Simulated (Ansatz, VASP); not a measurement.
## KF in VASP and in Ansatz

File POSCAR:

```
KF
1.0
    3.1788707423      0.0000000000      0.0000000000
    0.0000000000      3.1788707423      0.0000000000
    0.0000000000      0.0000000000      3.0100727058
K F
1 1
Direct
    0.0000000000      0.0000000000      0.0000000000
    0.5000000000      0.5000000000      0.5000000000
```

The input INCAR.step1:

```
ALGO = Normal ; EDIFF = 1E-4
ENCUT = 520 ; GGA = PE
ISMEAR = 0 ; LASPH = T
LCHARG = F ; LREAL = F
LWAVE = T ; NBANDS = 15
NELM = 80 ; PREC = Accurate
SIGMA = 0.01
```

INCAR.step2

```
ALGO = Normal ; EDIFF = 1E-6
ENCUT = 520 ; ISIF = 2
ISMEAR = 0 ; ISTART = 1
LASPH = T ; LCHARG = T
LELF = T ; LMIXTAU = T
LREAL = F ; LVHAR = T
LWAVE = F ; METAGGA = R2SCAN
NBANDS = 15 ; NELM = 80
PREC = Accurate ; SIGMA = 0.01
```

File KPOINTS:

```
k-points
0
Gamma
  8 8 8
```

Input for Ansatz:

```yaml
crystal:
  lattice:
    - [3.1788707423, 0.0, 0.0]
    - [0.0, 3.1788707423, 0.0]
    - [0.0, 0.0, 3.0100727058]
  atoms:
    - { symbol: K, position: [0.0, 0.0, 0.0] }
    - { symbol: F, position: [0.5, 0.5, 0.5] }
kpoints:
  mp_grid: { grid: [8, 8, 8] }
  band_path:
    path: [[0.0, 0.0, 0.0], [0.0, 0.5, 0.0], [0.5, 0.5, 0.0], [0.5, 0.5, 0.5]]
    npoints: 1
hamiltonian:
  xc: r2scan
scf:
  occupations: { method: fixed }
  n_extra_bands: 4
output:
  forces: true
  stress: true
  eigenvalues: true
  write_density: true
  write_potential: true
  elf: true
  volumetric_format: npy
```

Change from the starting cell: uniaxial_z strain -5.3%.

Alike in both runs: task single point; functional r2SCAN; k mesh 8 × 8 × 8; no spin polarisation.

|  | VASP | Ansatz |
| --- | --- | --- |
| version | VASP 6.6.1 | Ansatz 0.2.0 |
| potentials or method | VASP PAW PBE potentials, release 64 (K_sv, F) | plane waves, PAW |
| plane-wave cutoff (eV) | 520 | 500 |
| occupations | gaussian, width 0.01 eV | fixed |
| valence electrons in the cell | 16 | 16 |

```tsv
	VASP	Ansatz	Ansatz less VASP
gap on the k mesh at the Fermi level (eV)	8.03	8.02	-0.005
pressure (GPa)	2.8	2.7	-0.04
traceless stress, the component that is largest in VASP (GPa)	3.73	3.72	-0.016
```

VASP's potentials were made for PBE, not for r2SCAN.
